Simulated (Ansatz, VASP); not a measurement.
## One calculation of Ta, two programs

The input POSCAR:

```
Ta
1.0
    2.6850816500      0.0000000000      0.0000000000
    0.0000000000      2.6850816500      0.0000000000
    0.0000000000      0.0000000000      2.6850816500
Ta
1
Direct
    0.0000000000      0.0000000000      0.0000000000
```

Contents of INCAR.step1:

```
PREC = Accurate ; ENCUT = 550
ISMEAR = 0 ; SIGMA = 0.1
LREAL = False ; LASPH = True
NELM = 120 ; GGA = PE
ALGO = Normal ; EDIFF = 1E-5
LWAVE = True ; LCHARG = False
GGA_COMPAT = False ; IBRION = 2
ISIF = 3 ; EDIFFG = -0.005
NELMIN = 4 ; NSW = 100
```

The input INCAR.step2:

```
PREC = Accurate ; ENCUT = 550
EDIFF = 1E-7 ; ISMEAR = 0
SIGMA = 0.1 ; LREAL = False
LASPH = True ; NELM = 120
ALGO = Normal ; ISIF = 3
LWAVE = False ; LCHARG = False
METAGGA = R2SCAN ; LMIXTAU = True
IBRION = 2 ; NSW = 90
EDIFFG = -0.04 ; ISTART = 1
GGA_COMPAT = False ; NELMIN = 4
```

File KPOINTS:

```
regular mesh
0
Gamma
  6 6 6
```

Input for Ansatz:

```yaml
crystal:
  lattice:
    - [2.68508165, 0.0, 0.0]
    - [0.0, 2.68508165, 0.0]
    - [0.0, 0.0, 2.68508165]
  atoms:
    - { symbol: Ta, position: [0.0, 0.0, 0.0] }
basis:
  ecutwfc: 500
kpoints:
  mp_grid: { grid: [6, 6, 6] }
hamiltonian:
  xc: r2scan
scf:
  occupations: { method: gaussian, width: 0.1 }
  lower_state_search: "off"
output:
  forces: true
  stress: true
  eigenvalues: true
relax:
  adjacent_minimum: "off"
  f_tol: 0.04
  max_steps: 70
  cell: { stress_tol: 0.4 }
```

Alike in both runs: task relaxation of cell and atoms; functional r2SCAN; k mesh 6 × 6 × 6; occupations gaussian, width 0.1 eV; no spin polarisation.

|  | VASP | Ansatz |
| --- | --- | --- |
| version | VASP 6.6.1 | Ansatz 0.2.0 |
| potentials or method | VASP PAW PBE potentials, release 64 (Ta_sv_GW), cutoff 550 eV | scalar-relativistic, plane waves, PAW |
| valence electrons in the cell | 13 | 13 |

|  | VASP | Ansatz | Ansatz less VASP |
| --- | --- | --- | --- |
| gap on the k mesh at the Fermi level, each at its own relaxed structure (eV) | none | none | - |
| relaxed volume (Å³/atom) | 20.39 | 20.49 | +0.097 |
| relaxed length of the cell vector where the two differ most in proportion (Å) | 2.732 | 2.736 | +0.0043 |

VASP's potentials were made for PBE, not for r2SCAN. A gap of «none» marks a metal or a gap that the smearing closes.

The k mesh is coarse, so the values compare programs but aren't converged. Spin-orbit coupling is off throughout.
